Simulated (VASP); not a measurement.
# Al30Si (a cell with a defect) in VASP: a series of runs

Runs on Al30Si (a cell with a defect). Level: PBE. Tasks: single point.

Everything below comes from runs of VASP 6.6.1. Logs are shortened: lines on timing, memory, paths and dates and some standing lists are left out, and cuts for length are marked.

## Step 1: The cell of the first run

The cell holds a defect, 31 atoms: a = 8.100 Å, b = 8.100 Å, c = 8.100 Å, α = 90.00°, β = 90.00°, γ = 90.00°.

## Step 2: Single point, PBE

Contents of INCAR:

```
SYSTEM = Al30Si
PREC = Accurate
ENCUT = 520
EDIFF = 1E-7
ISMEAR = -1
SIGMA = 0.15
LREAL = Auto
LASPH = .TRUE.
NELM = 60
ALGO = Normal
ISIF = 2
LWAVE = .FALSE.
LCHARG = .TRUE.
GGA = PE
LELF = .TRUE.
LVHAR = .TRUE.
NBANDS = 68
```

Contents of KPOINTS:

```
regular mesh
0
G
  2 2 2
  0 0 0
```

Contents of POSCAR:

```
Al30Si
1.0
    8.1000000000      0.0000000000      0.0000000000
    0.0000000000      8.1000000000      0.0000000000
    0.0000000000      0.0000000000      8.1000000000
Si Al
1 30
Direct
    0.5044242761     -0.0006314906      0.0047541267
    0.7471068315      0.2502531494      0.0017088781
    0.7466474875      0.0000911421      0.2470410881
   -0.0025820077     -0.0000397534      0.0013787810
    0.2524652098      0.2446335131     -0.0009004321
    0.5009286587      0.5000450842      0.0010330529
    0.7472064686      0.7496565866      0.0014792378
    0.2514621647      0.0001890619      0.2479364068
    0.5012456011      0.2501773480      0.2472252566
    0.7474549761      0.5000548827      0.2478993356
    0.5015032729      0.0000722994      0.4978376869
    0.7475273398      0.2509025200      0.4981828629
    0.7477286356     -0.0000846454      0.7521309738
   -0.0019929145      0.4999695912      0.0016293564
    0.2527273470      0.7558459658     -0.0011763885
   -0.0021281135      0.2508395918      0.2478070143
    0.2502553039      0.5004189478      0.2464891801
    0.5012010604      0.7497247913      0.2473874789
   -0.0012079790      0.0003255593      0.4990830922
    0.2514114143      0.2492574489      0.4994544861
    0.5014342765      0.4999643483      0.4983614281
    0.7474920377      0.7493653591      0.4978904205
    0.4990232659      0.2442137244      0.7531981147
    0.7466074192      0.4998942404      0.7503663156
   -0.0024262278      0.7496119744      0.2476078175
   -0.0012868311      0.5002254596      0.4988360597
    0.2512530574      0.7510786080      0.4992512995
   -0.0009320938      0.2491779209      0.7512271684
    0.2516693304      0.5001257952      0.7519745525
    0.4991564643      0.7552451033      0.7526187293
   -0.0010031320      0.7510527725      0.7512726196
```

Potentials or basis: VASP PAW PBE potentials, release 64 (Si, Al).

The run is started by

```console
$ cat potpaw_PBE.64/Si/POTCAR potpaw_PBE.64/Al/POTCAR > POTCAR
$ mpirun -np 1 vasp_std > vasp.out
```

OUTCAR:

```text
SYSTEM = Al30Si
   PREC = Accurate
   ENCUT = 520
   EDIFF = 1E-7
   ISMEAR = -1
   LREAL = Auto
   LASPH = .TRUE.
   NELM = 60
   ISIF = 2
   GGA = PE

 ion  position               nearest neighbor table
   1  0.504  0.999  0.005-   3 2.78  18 2.82   7 2.82   9 2.83   2 2.83  15 2.84  13 2.84   8 2.84
                            30 2.84  23 2.84   5 2.85
   2  0.747  0.250  0.002-   9 2.81   1 2.83   3 2.84   6 2.84  10 2.84  23 2.84  16 2.85  13 2.86
                             4 2.87  14 2.87  24 2.87  28 2.88
   3  0.747  0.000  0.247-   1 2.78   9 2.84   2 2.84  18 2.84  11 2.84   7 2.84   4 2.84  25 2.87
                            22 2.87  12 2.87  16 2.88  19 2.89
   4  0.997  1.000  0.001-   3 2.84  25 2.84  16 2.85  13 2.86  31 2.86  28 2.86  15 2.86   5 2.86
                             7 2.87   2 2.87   8 2.87
   5  0.252  0.245  0.999-  23 2.82   8 2.83   9 2.85   1 2.85   4 2.86  28 2.87  29 2.88  17 2.88
                            16 2.88   6 2.89  14 2.92
   6  0.501  0.500  0.001-  10 2.83   7 2.84   2 2.84  18 2.84   9 2.84  17 2.84  24 2.84  29 2.85
                            30 2.88  23 2.89   5 2.89  15 2.89
   7  0.747  0.750  0.001-  18 2.82   1 2.82   6 2.84   3 2.84  10 2.84  25 2.84  30 2.85  13 2.86
                            14 2.87   4 2.87  24 2.87  31 2.88
   8  0.251  0.000  0.248-   5 2.83  15 2.83   1 2.84   9 2.86  11 2.86  18 2.86  27 2.87  20 2.87
                             4 2.87  19 2.89  16 2.89  25 2.89
   9  0.501  0.250  0.247-   2 2.81   1 2.83   3 2.84   6 2.84  10 2.84   5 2.85  12 2.85   8 2.86
[... 31 lines left out ...]
  25  0.998  0.750  0.248-  14 2.84   7 2.84   4 2.84  10 2.86  22 2.87  26 2.87   3 2.87  17 2.87
                            19 2.88  15 2.89   8 2.89  27 2.89
  26  0.999  0.500  0.499-  22 2.87  16 2.87  12 2.87  25 2.87  10 2.88  31 2.88  27 2.88  28 2.88
                            24 2.88  20 2.88  17 2.89  29 2.90
  27  0.251  0.751  0.499-  11 2.86   8 2.87  21 2.87  30 2.87  19 2.87  18 2.87  26 2.88  17 2.88
                            29 2.88  31 2.89  25 2.89
  28  0.999  0.249  0.751-   4 2.86  13 2.87  19 2.87  14 2.87   5 2.87   2 2.88  24 2.88  26 2.88
                            29 2.88  20 2.89  12 2.89
  29  0.252  0.500  0.752-   6 2.85  15 2.88  30 2.88   5 2.88  14 2.88  23 2.88  20 2.88  21 2.88
                            28 2.88  31 2.88  27 2.88  26 2.90
  30  0.499  0.755  0.753-  15 2.82  13 2.83   1 2.84   7 2.85  11 2.86  27 2.87  29 2.88  24 2.88
                            22 2.88   6 2.88  21 2.92
  31  0.999  0.751  0.751-   4 2.86  13 2.86  15 2.87  14 2.87  19 2.87   7 2.88  26 2.88  24 2.88
                            29 2.88  27 2.89  22 2.89

  LATTYP: Found a simple cubic cell.
 ALAT       =     8.1000000000

  Lattice vectors:

 A1 = (   8.1000000000,   0.0000000000,   0.0000000000)
 A2 = (   0.0000000000,   8.1000000000,   0.0000000000)
 A3 = (   0.0000000000,   0.0000000000,   8.1000000000)

Analysis of symmetry for initial positions (statically):
=====================================================================
 Subroutine PRICEL returns:
[... 174 lines left out ...]
   PSTRESS=    0.0 pullay stress
   NELECT =      94.0000    total number of electrons
   NUPDOWN=      -1.0000    fix difference up-down
   EMIN   =  10.00;   EMAX   =-10.00  energy-range for DOS
   EFERMI =   0.00;   METHOD = LEGACY
   ISMEAR =    -1;   SIGMA  =   0.15  broadening in eV -4-tet -1-fermi 0-gaus
   EFERMI_NEDOS =   21; number of points for ismear=-14 and -15
   IALGO  =     38    algorithm
   IMIX   =      4    mixing-type and parameters
     AMIX     =   0.40;   BMIX     =  1.00
     AMIX_MAG =   1.60;   BMIX_MAG =  1.00
  volume/ion in A,a.u.               =      17.14       115.69
  Fermi-wavevector in a.u.,A,eV,Ry     =   0.918965  1.736593 11.490081  0.844497
  Thomas-Fermi vector in A             =   2.044106
   LORBIT       =      0    0 simple, 1 ext, 2 COOP (PROOUT), +10 PAW based schemes
   GGA     = PE    functional components
[... 5 lines left out ...]
 non-spin polarized calculation
  energy-cutoff  :      520.00
  volume of cell :      531.44
 maximum number of plane-waves:     14400
   NGX = 31   NGY = 31   NGZ = 31

 number of electron      93.9999999 magnetization

 Free energy of the ion-electron system (eV)
  ---------------------------------------------------
  ext. energy  EPLUGINS =         0.00000000
  ---------------------------------------------------
  free energy    TOTEN  =      -116.91920402 eV

  energy without entropy =     -115.86685944  energy(sigma->0) =     -116.39303173

 E-fermi :   7.3427     XC(G=0): -10.0399

 val. band max:        7.3364967397   @ k =   0.5000   0.0000   0.0000
 cond. band min:       7.3558364731   @ k =   0.0000   0.5000   0.0000
 fundamental gap:      0.0193397335
 Fermi energy:         7.3427306935

 k-point     1 :       0.0000    0.0000    0.0000
  band No.  band energies     occupation
      1      -3.5001      2.00000
      2      -1.8045      2.00000
      3      -1.2400      2.00000
      4      -1.1924      2.00000
      5      -1.1862      2.00000
      6      -1.1450      2.00000
[... 485 lines left out ...]
     58      10.7024      0.00000
     59      10.7468      0.00000
 [bands above 59 left out]

------------------------ aborting loop because EDIFF is reached ----------------------------------------

  FORCE on cell =-STRESS in cart. coord.  units (eV):
  Direction    XX          YY          ZZ          XY          YZ          ZX
  --------------------------------------------------------------------------------------
  -------------------------------------------------------------------------------------
  Total       -3.8129813     -5.2495466     -3.8235378     -0.0083615      0.0025599     -0.0397728
  in kB      -11.4952972    -15.8262246    -11.5271227     -0.0252081      0.0077176     -0.1199062
  external PRESSURE =     -12.9495482 kB  Pullay stress =       0.0000000 kB

 VOLUME and BASIS-vectors are now :
 -----------------------------------------------------------------------------
  energy-cutoff  :      520.00
  volume of cell :      531.44
      direct lattice vectors                 reciprocal lattice vectors
     8.100000000  0.000000000  0.000000000     0.123456790  0.000000000  0.000000000
     0.000000000  8.100000000  0.000000000     0.000000000  0.123456790  0.000000000
     0.000000000  0.000000000  8.100000000     0.000000000  0.000000000  0.123456790

 POSITION                                       TOTAL-FORCE (eV/Angst)
 -----------------------------------------------------------------------------------
      4.08584      8.09488      0.03851         0.008437      0.009219      0.008185
      6.05157      2.02705      0.01384        -0.004511     -0.001720      0.001136
      6.04784      0.00074      2.00103        -0.006569      0.000919     -0.011772
      8.07909      8.09968      0.01117         0.005585      0.005006      0.007020
      2.04497      1.98153      8.09271         0.005591      0.000628     -0.000057
      4.05752      4.05037      0.00837         0.005611     -0.001805      0.008733
[... 23 lines left out ...]
      4.04317      6.11749      6.09621        -0.004018     -0.001893      0.004328
      8.09187      6.08353      6.08531         0.002861     -0.000837      0.010150
 -----------------------------------------------------------------------------------
    total drift:                               -0.032519      0.007947     -0.018065

  FREE ENERGIE OF THE ION-ELECTRON SYSTEM (eV)
  ---------------------------------------------------
  free  energy   TOTEN  =      -116.9192040176 eV

  energy  without entropy=     -115.8668594361  energy(sigma->0) =     -116.39303173
```

OSZICAR:

```text
N       E                     dE             d eps       ncg     rms          rms(c)
DAV:   1     0.129718509047E+03    0.12972E+03   -0.32752E+04  1088   0.111E+03
DAV:   2    -0.104558910034E+03   -0.23428E+03   -0.22028E+03  1300   0.144E+02
DAV:   3    -0.117715764061E+03   -0.13157E+02   -0.12506E+02  1356   0.278E+01
DAV:   4    -0.118020365588E+03   -0.30460E+00   -0.30198E+00  1352   0.471E+00
DAV:   5    -0.118026752668E+03   -0.63871E-02   -0.63814E-02  1320   0.778E-01    0.752E+00
DAV:   6    -0.117218785511E+03    0.80797E+00   -0.14226E+00  1248   0.296E+00    0.444E+00
DAV:   7    -0.116999155463E+03    0.21963E+00   -0.27714E-01  1272   0.150E+00    0.199E+00
DAV:   8    -0.116922468597E+03    0.76687E-01   -0.72938E-02  1284   0.749E-01    0.493E-01
DAV:   9    -0.116919624744E+03    0.28439E-02   -0.48437E-03  1312   0.196E-01    0.321E-01
DAV:  10    -0.116919232456E+03    0.39229E-03   -0.96840E-04  1308   0.806E-02    0.105E-01
DAV:  11    -0.116919206705E+03    0.25751E-04   -0.14223E-04  1320   0.323E-02    0.301E-02
DAV:  12    -0.116919205256E+03    0.14483E-05   -0.24595E-05  1292   0.131E-02    0.157E-02
DAV:  13    -0.116919205943E+03   -0.68713E-06   -0.57356E-06  1256   0.628E-03    0.555E-03
DAV:  14    -0.116919204435E+03    0.15084E-05   -0.79147E-07  1240   0.234E-03    0.225E-03
DAV:  15    -0.116919204282E+03    0.15260E-06   -0.12518E-07  1056   0.923E-04    0.669E-04
DAV:  16    -0.116919204089E+03    0.19380E-06   -0.15878E-08   728   0.338E-04    0.195E-04
DAV:  17    -0.116919204018E+03    0.71122E-07   -0.66761E-09   712   0.182E-04
   1 F= -.11691920E+03 E0= -.11639303E+03  d E =-.105234E+01
```

stdout:

```text
POSCAR found type information on POSCAR SiAl
 POSCAR found :  2 types and      31 ions
 scaLAPACK will be used
 LDA part: xc-table for (Slater+PW92), standard interpolation
 POSCAR, INCAR and KPOINTS ok, starting setup
 FFT: planning ... GRIDC
 FFT: planning ... GRID_SOFT
 FFT: planning ... GRID
 WAVECAR not read
 entering main loop
```

It took 16 min on 1 thread of AMD EPYC 7R13, shared host; peak memory 0.53 GiB.

What came out:

```
Free energy            : -116.9192 eV
Pressure               : -1.3 GPa
Largest force          : 0.016 eV/Å
Band gap on the k mesh : zero (band 47 reaches 7.86 eV, above the bottom of band 48 at 6.93 eV)
```

Forces on the atoms (eV/Å):
```
Si   0.008  0.009  0.008
Al  -0.005 -0.002  0.001
Al  -0.007  0.001 -0.012
Al   0.006  0.005  0.007
Al   0.006  0.001  0.000
Al   0.006 -0.002  0.009
Al  -0.010  0.001  0.005
Al   0.010 -0.001  0.001
Al   0.000  0.001 -0.005
Al  -0.004  0.000 -0.008
Al  -0.001  0.000  0.000
Al  -0.006 -0.006 -0.008
Al  -0.001  0.002  0.002
Al  -0.005  0.003  0.006
Al  -0.001 -0.007  0.001
Al  -0.007 -0.001 -0.004
Al   0.001 -0.007  0.001
Al   0.005  0.004 -0.009
Al  -0.004 -0.005 -0.004
Al   0.009 -0.002 -0.002
Al   0.005 -0.002 -0.007
Al  -0.001  0.003 -0.003
Al  -0.005  0.008 -0.003
Al  -0.006  0.001  0.005
Al   0.000 -0.002 -0.003
Al  -0.008  0.001 -0.011
Al   0.008  0.003  0.002
Al   0.001 -0.003  0.015
Al   0.006  0.000  0.004
Al  -0.004 -0.002  0.004
Al   0.003 -0.001  0.010
```

Stress tensor (GPa, compression positive):
```
-1.15  0.00 -0.01
 0.00 -1.58  0.00
-0.01  0.00 -1.15
```

Caveat: the k points lie up to 0.39 Å⁻¹ apart.

## Step 3: Single point, PBE

Contents of INCAR:

```
SYSTEM = Al30Si
  PREC = Accurate
  ENCUT = 520
  EDIFF = 1E-7
  ISMEAR = -1
  SIGMA = 0.15
  LREAL = Auto
  LASPH = .TRUE.
  NELM = 80
  ALGO = Normal
  ISIF = 2
  LWAVE = .FALSE.
  LCHARG = .FALSE.
  GGA = PE
  NBANDS = 68
```

KPOINTS is that of step 2.

Contents of POSCAR:

```
Al30Si
1.0
    8.1000000000      0.0000000000      0.0000000000
    0.0000000000      8.1000000000      0.0000000000
    0.0000000000      0.0000000000      8.1000000000
Si Al
1 30
Direct
    0.5044243210     -0.0006314815      0.0047540741
    0.7471067901      0.2502532099      0.0017088889
    0.7466475309      0.0000911111      0.2470411111
   -0.0025819753     -0.0000397531      0.0013787654
    0.2524651852      0.2446334568     -0.0009003704
    0.5009286420      0.5000450617      0.0010330864
    0.7472064198      0.7496565432      0.0014792593
    0.2514620988      0.0001890123      0.2479364198
    0.5012455556      0.2501774074      0.2472253086
    0.7474549383      0.5000549383      0.2478993827
    0.5015032099      0.0000723457      0.4978376543
    0.7475272840      0.2509024691      0.4981828395
    0.7477286420     -0.0000846914      0.7521309877
   -0.0019929630      0.4999696296      0.0016293827
    0.2527274074      0.7558459259     -0.0011764198
   -0.0021281481      0.2508396296      0.2478070370
    0.2502553086      0.5004188889      0.2464891358
    0.5012011111      0.7497248148      0.2473875309
   -0.0012080247      0.0003255556      0.4990830864
    0.2514113580      0.2492574074      0.4994544444
    0.5014343210      0.4999643210      0.4983614815
    0.7474920988      0.7493653086      0.4978903704
    0.4990232099      0.2442137037      0.7531981481
    0.7466074074      0.4998941975      0.7503662963
   -0.0024261728      0.7496119753      0.2476077778
   -0.0012867901      0.5002254321      0.4988360494
    0.2512530864      0.7510786420      0.4992513580
   -0.0009320988      0.2491779012      0.7512271605
    0.2516693827      0.5001258025      0.7519745679
    0.4991564198      0.7552450617      0.7526187654
   -0.0010030864      0.7510527160      0.7512725926
```

Potentials or basis: VASP PAW PBE potentials, release 64 (Si, Al).

The run is started by

```console
$ cat potpaw_PBE.64/Si/POTCAR potpaw_PBE.64/Al/POTCAR > POTCAR
$ mpirun -np 1 vasp_std > vasp.out
```

Run time: 13 min. Hardware: 1 thread of AMD EPYC 7R13, shared host; peak memory 0.53 GiB.

Results (log left out):

```yaml
Free_energy: -116.9192 eV
Pressure: -1.3 GPa
Largest_force: 0.016 eV/Å
Band_gap_on_the_k_mesh: zero (band 47 reaches 7.86 eV, above the bottom of band 48 at 6.93 eV)
```

Forces in eV/Å, atoms in the order of the input:
```
Si   0.008  0.009  0.008
Al  -0.005 -0.002  0.001
Al  -0.007  0.001 -0.012
Al   0.006  0.005  0.007
Al   0.006  0.001  0.000
Al   0.006 -0.002  0.009
Al  -0.010  0.001  0.005
Al   0.010 -0.001  0.001
Al   0.000  0.001 -0.005
Al  -0.004  0.000 -0.008
Al  -0.001  0.000  0.000
Al  -0.006 -0.006 -0.008
Al  -0.001  0.002  0.002
Al  -0.005  0.003  0.006
Al  -0.001 -0.007  0.001
Al  -0.007 -0.001 -0.004
Al   0.001 -0.007  0.001
Al   0.005  0.004 -0.009
Al  -0.004 -0.005 -0.004
Al   0.009 -0.002 -0.002
Al   0.005 -0.002 -0.007
Al  -0.001  0.003 -0.003
Al  -0.005  0.008 -0.003
Al  -0.006  0.001  0.005
Al   0.000 -0.002 -0.003
Al  -0.008  0.001 -0.011
Al   0.008  0.003  0.002
Al   0.001 -0.003  0.015
Al   0.006  0.000  0.004
Al  -0.004 -0.002  0.004
Al   0.003 -0.001  0.010
```

Stress tensor (GPa, compression positive):
```
-1.15  0.00 -0.01
 0.00 -1.58  0.00
-0.01  0.00 -1.15
```

Levels at points of the mesh, in eV from the Fermi level:
```
           k point  band 43  band 44  band 45  band 46  band 47  band 48  band 49  band 50  band 51  band 52
(0.00, 0.00, 0.00)    -0.20    -0.16    -0.14     0.41     0.52     0.55     0.61     0.64     0.65     0.67
(0.50, 0.00, 0.00)    -0.59    -0.28    -0.24    -0.14    -0.09    -0.03    -0.01     0.26     0.37     0.51
(0.00, 0.50, 0.00)    -0.60    -0.31    -0.30    -0.04    -0.01     0.01     0.03     0.04     0.40     0.51
(0.00, 0.00, 0.50)    -0.59    -0.28    -0.24    -0.14    -0.09    -0.02    -0.01     0.26     0.37     0.51
(0.50, 0.50, 0.00)    -0.87    -0.86    -0.35    -0.11    -0.08     0.49     1.01     1.02     1.07     1.13
(0.00, 0.50, 0.50)    -0.87    -0.86    -0.35    -0.11    -0.08     0.49     1.01     1.02     1.07     1.13
(0.50, 0.00, 0.50)    -0.85    -0.79    -0.43    -0.11    -0.10     0.53     1.10     1.16     1.17     1.18
(0.50, 0.50, 0.50)    -0.45    -0.45    -0.43    -0.43    -0.41    -0.41    -0.38    -0.26    -0.14    -0.10
```

Caveat: the k points lie up to 0.39 Å⁻¹ apart.
